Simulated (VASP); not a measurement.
# ZnO (P6_3mc) in VASP: a series of runs

ZnO is run at these levels: PBEsol; tasks: single point.

Program: VASP 6.6.1. These are calculated values, not measurements. Logs are shortened: lines on timing, memory, paths and dates and some standing lists are left out, and cuts for length are marked.

## Step 1: The cell of the first run

Symmetry: P6_3mc, No. 186, hexagonal system. Conventional cell: a = 3.246 Å, b = 3.246 Å, c = 5.188 Å, α = 90.00°, β = 90.00°, γ = 120.00°. Zn (site symmetry 3m) has 4 O at 1.97 to 1.98 Å within 2.6 Å. O (site symmetry 3m) has 4 Zn at 1.97 to 1.98 Å within 2.6 Å.

## Step 2: Single point, PBEsol (in-plane strain +0.005, then relaxed in part)

INCAR

```
PREC     = Accurate       # precision mode
ENCUT    = 520            # plane-wave cutoff, eV
EDIFF    = 1E-6           # SCF threshold, eV
ISMEAR   = 0              # smearing method
SIGMA    = 0.01           # smearing width, eV
LREAL    = F              # projectors in reciprocal space
LASPH    = T              # aspherical terms in the spheres
NELM     = 100            # most SCF steps
ALGO     = Normal         # electronic algorithm
ISIF     = 2              # what is computed and relaxed
LWAVE    = F              # write WAVECAR
LCHARG   = F              # write CHGCAR
GGA      = PS             # functional
NBANDS   = 26             # bands
```

KPOINTS

```
regular mesh
0
Gamma
  8 8 4
```

POSCAR

```
ZnO
1.0
    3.2461590759      0.0000000000      0.0000000000
   -1.6230795380      2.8112562245      0.0000000000
    0.0000000000      0.0000000000      5.1878936836
Zn O
2 2
Direct
    0.3333333333      0.6666666667      0.4987209390
    0.6666666667      0.3333333333     -0.0012790610
    0.6666666667      0.3333333333      0.3802890610
    0.3333333333      0.6666666667      0.8802890610
```

Potentials or basis: VASP PAW PBE potentials, release 64 (Zn, O).

Command:

```
> cat potpaw_PBE.64/Zn/POTCAR potpaw_PBE.64/O/POTCAR > POTCAR
> mpirun -np 1 vasp_std > vasp.out
```

OUTCAR:

```text
PREC = Accurate
   ENCUT = 520
   EDIFF = 1E-6
   ISMEAR = 0
   LREAL = F
   LASPH = T
   NELM = 100
   ISIF = 2
   GGA = PS

 ion  position               nearest neighbor table
   1  0.333  0.667  0.499-   3 1.97   3 1.97   3 1.97   4 1.98
   2  0.667  0.333  0.999-   4 1.97   4 1.97   4 1.97   3 1.98
   3  0.667  0.333  0.380-   1 1.97   1 1.97   1 1.97   2 1.98
   4  0.333  0.667  0.880-   2 1.97   2 1.97   2 1.97   1 1.98

  LATTYP: Found a hexagonal cell.
 ALAT       =     3.2461590759
 C/A-ratio  =     1.5981637259

  Lattice vectors:

 A1 = (   3.2461590759,   0.0000000000,   0.0000000000)
 A2 = (  -1.6230795380,   2.8112562245,   0.0000000000)
 A3 = (   0.0000000000,   0.0000000000,   5.1878936836)

Analysis of symmetry for initial positions (statically):
=====================================================================
 Subroutine PRICEL returns:
 Original cell was already a primitive cell.

 Routine SETGRP: Setting up the symmetry group for a
 hexagonal supercell.

 Subroutine GETGRP returns: Found 12 space group operations
 (whereof  6 operations were pure point group operations)
 out of a pool of 24 trial point group operations.

The static configuration has the point symmetry C_3v.
 The point group associated with its full space group is C_6v.

Analysis of symmetry for dynamics (positions and initial velocities):
=====================================================================
 Subroutine PRICEL returns:
 Original cell was already a primitive cell.

 Routine SETGRP: Setting up the symmetry group for a
 hexagonal supercell.

 Subroutine GETGRP returns: Found 12 space group operations
 (whereof  6 operations were pure point group operations)
 out of a pool of 24 trial point group operations.

The dynamic configuration has the point symmetry C_3v.
 The point group associated with its full space group is C_6v.

 Subroutine INISYM returns: Found 12 space group operations
 (whereof  6 operations are pure point group operations),
 and found     1 'primitive' translations

----------------------------------------------------------------------------------------

                                     Primitive cell

  volume of cell :      47.3436

  direct lattice vectors                    reciprocal lattice vectors
     3.246159076  0.000000000  0.000000000     0.308056376  0.177856431  0.000000000
    -1.623079538  2.811256225  0.000000000     0.000000000  0.355712863  0.000000000
     0.000000000  0.000000000  5.187893684     0.000000000  0.000000000  0.192756456

  length of vectors
     3.246159076  3.246159076  5.187893684     0.355712863  0.355712863  0.192756456

  position of ions in fractional coordinates (direct lattice)
     0.333333333  0.666666667  0.498720939
     0.666666667  0.333333333  0.998720939
     0.666666667  0.333333333  0.380289061
     0.333333333  0.666666667  0.880289061

  ion indices of the primitive-cell ions
   primitive index   ion index
                 1           1
                 2           2
                 3           3
                 4           4

----------------------------------------------------------------------------------------

 KPOINTS: regular mesh

Automatic generation of k-mesh.
 Grid dimensions read from file:
 generate k-points for:    8    8    4

 Generating k-lattice:

  Cartesian coordinates                     Fractional coordinates (reciprocal lattice)
     0.038507047  0.022232054  0.000000000     0.125000000  0.000000000  0.000000000
     0.000000000  0.044464108  0.000000000     0.000000000  0.125000000  0.000000000
     0.000000000  0.000000000  0.048189114     0.000000000  0.000000000  0.250000000

  Length of vectors
     0.044464108  0.044464108  0.048189114

  Shift w.r.t. Gamma in fractional coordinates (k-lattice)
     0.000000000  0.000000000  0.000000000

 Subroutine IBZKPT returns following result:
 ===========================================

 Found     30 irreducible k-points:

 Following reciprocal coordinates:
            Coordinates               Weight
  0.000000  0.000000  0.000000      1.000000
  0.125000  0.000000  0.000000      6.000000
  0.250000  0.000000  0.000000      6.000000
  0.375000  0.000000  0.000000      6.000000
  0.500000  0.000000  0.000000      3.000000
  0.125000  0.125000  0.000000      6.000000
[... 16 lines left out ...]
  0.250000  0.000000  0.500000      6.000000
  0.375000  0.000000  0.500000      6.000000
 [... further k-points ...]
   k-points           NKPTS =     30   k-points in BZ     NKDIM =     30   number of bands    NBANDS=     26
   number of dos      NEDOS =    301   number of ions     NIONS =      4
   total plane-waves  NPLWV =  23040
   dimension x,y,z NGX =    24 NGY =   24 NGZ =   40
   dimension x,y,z NGXF=    48 NGYF=   48 NGZF=   80
   ions per type =               2   2
   NGX,Y,Z   is equivalent  to a cutoff of  12.29, 12.29, 12.82 a.u.
   NGXF,Y,Z  is equivalent  to a cutoff of  24.58, 24.58, 25.64 a.u.
 SYSTEM =  unknown system
   PREC   = accura    normal or accurate (medium, high low for compatibility)
   ISTART =      0    job   : 0-new  1-cont  2-samecut
   ICHARG =      2    charge: 1-file 2-atom 10-const
   ISPIN  =      1    spin polarized calculation?
   LNONCOLLINEAR =      F non collinear calculations
   LSORBIT =      F    spin-orbit coupling
   LASPH  =      T    aspherical Exc in radial PAW
   ENCUT  =  520.0 eV  38.22 Ry    6.18 a.u.   6.04  6.04  9.65*2*pi/ulx,y,z
   NELM   =    100;   NELMIN=  2; NELMDL= -5     # of ELM steps
   EDIFF  = 0.1E-05   stopping-criterion for ELM
   LREAL  =      F    real-space projection
   EDIFFG = 0.1E-04   stopping-criterion for IOM
   NSW    =      0    number of steps for IOM
   IBRION =     -1    ionic relax: 0-MD 1-quasi-New 2-CG
   NFREE  =      0    steps in history (QN), initial steepest desc. (CG)
   ISIF   =      2    stress and relaxation
   ISYM   =      2    0-nonsym 1-usesym 2-fastsym
   POTIM  = 0.5000    time-step for ionic-motion
   TEBEG  =    0.0;   TEEND  =   0.0 temperature during run
   PSTRESS=    0.0 pullay stress
   NELECT =      36.0000    total number of electrons
   NUPDOWN=      -1.0000    fix difference up-down
   EMIN   =  10.00;   EMAX   =-10.00  energy-range for DOS
   EFERMI =   0.00;   METHOD = LEGACY
   ISMEAR =     0;   SIGMA  =   0.01  broadening in eV -4-tet -1-fermi 0-gaus
   EFERMI_NEDOS =   21; number of points for ismear=-14 and -15
   IALGO  =     38    algorithm
   IMIX   =      4    mixing-type and parameters
     AMIX     =   0.40;   BMIX     =  1.00
     AMIX_MAG =   1.60;   BMIX_MAG =  1.00
  volume/ion in A,a.u.               =      11.84        79.87
  Fermi-wavevector in a.u.,A,eV,Ry     =   1.494245  2.823714 30.378667  2.232769
  Thomas-Fermi vector in A             =   2.606543
   LORBIT       =      0    0 simple, 1 ext, 2 COOP (PROOUT), +10 PAW based schemes
   GGA     = PS    functional components
   LHFCALC =     F    Hartree Fock is set to
   AEXX    =    0.0000 exact exchange contribution
   IVDW    =     0    specifies the selected vdW correction
   LEPSILON=     F    determine dielectric tensor
   LRPA    =     F    only Hartree local field effects (RPA)
 non-spin polarized calculation
 Gauss-broadening in eV      SIGMA  =   0.01
  energy-cutoff  :      520.00
  volume of cell :       47.34
 maximum number of plane-waves:      1294
   NGX = 13   NGY = 13   NGZ = 19

 number of electron      36.0000021 magnetization

 Free energy of the ion-electron system (eV)
  ---------------------------------------------------
  ext. energy  EPLUGINS =         0.00000000
  ---------------------------------------------------
  free energy    TOTEN  =       -19.41000616 eV

  energy without entropy =      -19.41000616  energy(sigma->0) =      -19.41000616

 E-fermi :   1.1556     XC(G=0): -11.2141

 val. band max:        1.0979688701   @ k =   0.0000   0.0000   0.0000
 cond. band min:       1.7925833216   @ k =   0.0000   0.0000   0.0000
 fundamental gap:      0.6946144515
 Fermi energy:         1.1555642080

 k-point     1 :       0.0000    0.0000    0.0000
  band No.  band energies     occupation
      1     -16.9850      2.00000
      2     -16.2232      2.00000
      3      -4.6468      2.00000
      4      -4.6468      2.00000
      5      -4.6286      2.00000
      6      -4.5668      2.00000
[... 18 lines left out ...]
     25      15.1103      0.00000
     26      15.1406      0.00000

 k-point     2 :       0.1250    0.0000    0.0000
  band No.  band energies     occupation
      1     -16.8979      2.00000
      2     -16.1858      2.00000
      3      -4.7496      2.00000
      4      -4.5962      2.00000
      5      -4.5258      2.00000
      6      -4.5162      2.00000
[... 18 lines left out ...]
     25      15.2892      0.00000
     26      15.2962      0.00000

 k-point     3 :       0.2500    0.0000    0.0000
  band No.  band energies     occupation
      1     -16.6722      2.00000
      2     -16.1023      2.00000
      3      -4.9252      2.00000
      4      -4.5656      2.00000
      5      -4.4853      2.00000
      6      -4.3589      2.00000
[... 18 lines left out ...]
     25      14.3383      0.00000
     26      15.2039      0.00000

 k-point     4 :       0.3750    0.0000    0.0000
  band No.  band energies     occupation
      1     -16.4109      2.00000
      2     -16.0433      2.00000
      3      -4.9753      2.00000
      4      -4.6436      2.00000
      5      -4.4008      2.00000
      6      -4.1591      2.00000
[... 18 lines left out ...]
     25      14.3696      0.00000
     26      15.1188      0.00000
[... 496 lines left out ...]
      1     -16.5495      2.00000
      2     -16.5495      2.00000
      3      -4.9261      2.00000
      4      -4.9261      2.00000
      5      -4.5254      2.00000
      6      -4.5254      2.00000
[... 18 lines left out ...]
     25      14.2469      0.00000
     26      14.2469      0.00000

 k-point    23 :       0.2500    0.0000    0.5000
  band No.  band energies     occupation
      1     -16.3878      2.00000
      2     -16.3878      2.00000
      3      -5.0365      2.00000
      4      -5.0365      2.00000
      5      -4.3849      2.00000
      6      -4.3849      2.00000
[... 18 lines left out ...]
     25      14.5142      0.00000
     26      14.5142      0.00000

 k-point    24 :       0.3750    0.0000    0.5000
  band No.  band energies     occupation
      1     -16.2199      2.00000
      2     -16.2199      2.00000
      3      -5.0989      2.00000
      4      -5.0989      2.00000
      5      -4.2111      2.00000
      6      -4.2111      2.00000
[... 18 lines left out ...]
     25      14.6666      0.00000
     26      14.6666      0.00000

 [... further k-points ...]

------------------------ aborting loop because EDIFF is reached ----------------------------------------

  FORCE on cell =-STRESS in cart. coord.  units (eV):
  Direction    XX          YY          ZZ          XY          YZ          ZX
  --------------------------------------------------------------------------------------
  -------------------------------------------------------------------------------------
  Total       -0.0957493     -0.0957493      0.2202814      0.0000000     -0.0000000     -0.0000000
  in kB       -3.2402988     -3.2402988      7.4546460      0.0000000     -0.0000000     -0.0000000
  external PRESSURE =       0.3246828 kB  Pullay stress =       0.0000000 kB

 VOLUME and BASIS-vectors are now :
 -----------------------------------------------------------------------------
  energy-cutoff  :      520.00
  volume of cell :       47.34
      direct lattice vectors                 reciprocal lattice vectors
     3.246159076  0.000000000  0.000000000     0.308056376  0.177856431  0.000000000
    -1.623079538  2.811256225  0.000000000     0.000000000  0.355712863  0.000000000
     0.000000000  0.000000000  5.187893684     0.000000000  0.000000000  0.192756456

 POSITION                                       TOTAL-FORCE (eV/Angst)
 -----------------------------------------------------------------------------------
     -0.00000      1.87417      2.58731        -0.000000      0.000000     -0.001795
      1.62308      0.93709      5.18126         0.000000      0.000000     -0.001795
      1.62308      0.93709      1.97290         0.000000     -0.000000      0.001795
     -0.00000      1.87417      4.56685        -0.000000      0.000000      0.001795
 -----------------------------------------------------------------------------------
    total drift:                                0.000000      0.000001     -0.003694

  FREE ENERGIE OF THE ION-ELECTRON SYSTEM (eV)
  ---------------------------------------------------
  free  energy   TOTEN  =       -19.4100061609 eV

  energy  without entropy=      -19.4100061609  energy(sigma->0) =      -19.41000616
```

It took 25 s on 1 thread of Intel Xeon Platinum 8259CL at 2.50GHz (Skylake/Cascade Lake), shared host; peak memory 0.17 GiB.

Results:

```
Free energy            : -19.4100 eV
Pressure               : 0.0 GPa
Band gap on the k mesh : 0.69 eV, direct
```

Levels at points of the mesh, in eV from the valence-band top:
| k point | band 15 | band 16 | band 17 | band 18 | band 19 | band 20 | band 21 | band 22 |
| --- | --- | --- | --- | --- | --- | --- | --- | --- |
| (0.00, 0.00, 0.00) | -0.81 | -0.09 | 0.00 | 0.00 | 0.69 | 5.10 | 8.17 | 12.72 |
| (0.50, 0.00, 0.00) | -2.86 | -2.32 | -1.29 | -0.87 | 5.70 | 6.71 | 7.51 | 8.42 |
| (0.00, 0.00, 0.50) | -0.40 | -0.40 | -0.40 | -0.40 | 3.39 | 3.39 | 10.00 | 10.00 |
| (0.50, 0.00, 0.50) | -1.55 | -1.55 | -1.36 | -1.36 | 5.59 | 5.59 | 8.37 | 8.37 |

Caveat: the cell differs from its parent crystal (in-plane strain +0.005, then relaxed in part); the PAW data sets were made with another functional, which shifts forces and pressure a little.

## Step 3: Single point, PBEsol (in-plane strain +0.005)

INCAR

```
SYSTEM = ZnO
PREC = Accurate
ENCUT = 520
EDIFF = 1E-6
ISMEAR = 0
SIGMA = 0.01
LREAL = .FALSE.
LASPH = .TRUE.
NELM = 80
ALGO = Normal
ISIF = 2
LWAVE = .FALSE.
LCHARG = .TRUE.
GGA = PS
LELF = .TRUE.
LVHAR = .TRUE.
NBANDS = 26
```

KPOINTS

```
regular mesh
0
G
  8 8 4
  0 0 0
```

POSCAR

```
ZnO
1.0
    3.2461590759      0.0000000000      0.0000000000
   -1.6230795380      2.8112562245      0.0000000000
    0.0000000000      0.0000000000      5.1987015036
Zn O
2 2
Direct
    0.3333333333      0.6666666667      0.5000406004
    0.6666666667      0.3333333333      0.0000406004
    0.6666666667      0.3333333333      0.3789693996
    0.3333333333      0.6666666667      0.8789693996
```

Potentials or basis: VASP PAW PBE potentials, release 64 (Zn, O).

Command:

```
> cat potpaw_PBE.64/Zn/POTCAR potpaw_PBE.64/O/POTCAR > POTCAR
> mpirun -np 1 vasp_std > vasp.out
```

It took 35 s on 1 thread of Intel Xeon Platinum 8259CL at 2.50GHz (Skylake/Cascade Lake), shared host; peak memory 0.17 GiB.

Results (log left out):

* Free energy: -19.4097 eV
* Pressure: -0.2 GPa
* Largest force: 0.073 eV/Å
* Band gap on the k mesh: 0.69 eV, direct

Forces in eV/Å, atoms in the order of the input:
```
Zn   0.000  0.000 -0.073
Zn   0.000  0.000 -0.073
O    0.000  0.000  0.073
O    0.000  0.000  0.073
```

Stress tensor (GPa, compression positive):
```
-0.85  0.00  0.00
 0.00 -0.85  0.00
 0.00  0.00  1.02
```

Levels at points of the mesh, in eV from the valence-band top:
```csv
k point,band 14,band 15,band 16,band 17,band 18,band 19,band 20,band 21,band 22,band 23
"(0.00, 0.00, 0.00)",-0.82,-0.82,-0.07,0.00,0.00,0.69,5.11,8.16,12.73,12.73
"(0.50, 0.00, 0.00)",-3.57,-2.86,-2.32,-1.30,-0.84,5.70,6.71,7.48,8.42,10.55
"(0.00, 0.00, 0.50)",-2.24,-0.41,-0.41,-0.41,-0.41,3.38,3.38,10.00,10.00,13.02
"(0.50, 0.00, 0.50)",-3.76,-1.53,-1.53,-1.37,-1.37,5.58,5.58,8.36,8.36,11.18
```

Caveat: the cell differs from its parent crystal (in-plane strain +0.005); the PAW data sets were made with another functional, which shifts forces and pressure a little.
